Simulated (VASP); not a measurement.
Here is a VASP 6.6.1 calculation.

The input POSCAR:

```
Sr
1.0
    0.0000000000      2.9802437979      2.9802437979
    2.9802437979      0.0000000000      2.9802437979
    2.9802437979      2.9802437979      0.0000000000
Sr
1
Direct
    0.0000000000      0.0000000000      0.0000000000
```

Contents of INCAR.step1:

```
SYSTEM = Sr
PREC     = Accurate       ! precision mode
ENCUT    = 520            ! plane-wave cutoff, eV
EDIFF    = 1E-5           ! SCF threshold, eV
ISMEAR   = -1             ! smearing method
SIGMA    = 0.05           ! smearing width, eV
LREAL    = .FALSE.        ! projectors in reciprocal space
LASPH    = .TRUE.         ! aspherical terms in the spheres
NELM     = 100            ! most SCF steps
ALGO     = Normal         ! electronic algorithm
ISIF     = 2              ! what is computed and relaxed
LWAVE    = .TRUE.         ! write WAVECAR
LCHARG   = .FALSE.        ! write CHGCAR
NBANDS   = 11             ! bands
GGA      = PE             ! functional
```

Contents of INCAR.step2:

```
SYSTEM = Sr
PREC     = Accurate       ! precision mode
ENCUT    = 520            ! plane-wave cutoff, eV
EDIFF    = 1E-6           ! SCF threshold, eV
ISMEAR   = -1             ! smearing method
SIGMA    = 0.05           ! smearing width, eV
LREAL    = .FALSE.        ! projectors in reciprocal space
LASPH    = .TRUE.         ! aspherical terms in the spheres
NELM     = 100            ! most SCF steps
ALGO     = Normal         ! electronic algorithm
ISIF     = 2              ! what is computed and relaxed
LWAVE    = .FALSE.        ! write WAVECAR
LCHARG   = .FALSE.        ! write CHGCAR
GGA      = PE             ! functional
LHFCALC  = .TRUE.         ! exact exchange
HFSCREEN = 0.2079         ! screening, 1/A
PRECFOCK = Normal       
NBANDS   = 11             ! bands
ISTART   = 1
```

File KPOINTS:

```
Automatic mesh
0
G
  4 4 4
  0 0 0
```

Potentials or basis: VASP PAW PBE potentials, release 64 (Sr_sv).

Run with:

```sh
$ cat potpaw_PBE.64/Sr_sv/POTCAR > POTCAR
$ cp INCAR.step1 INCAR
$ mpirun -np 1 vasp_std > vasp.out
$ cp INCAR.step2 INCAR
$ mpirun -np 1 vasp_std > vasp.out
```

(1) Estimate the pressure.

(2) What does it give for the band gap on the k mesh?

Answers

(1) 1.4 GPa.

(2) zero (band 5 reaches 1.86 eV, above the bottom of band 6 at 1.69 eV).

Caveat: the k points lie up to 0.46 Å⁻¹ apart; the PAW data sets were made with another functional, which shifts forces and pressure a little.
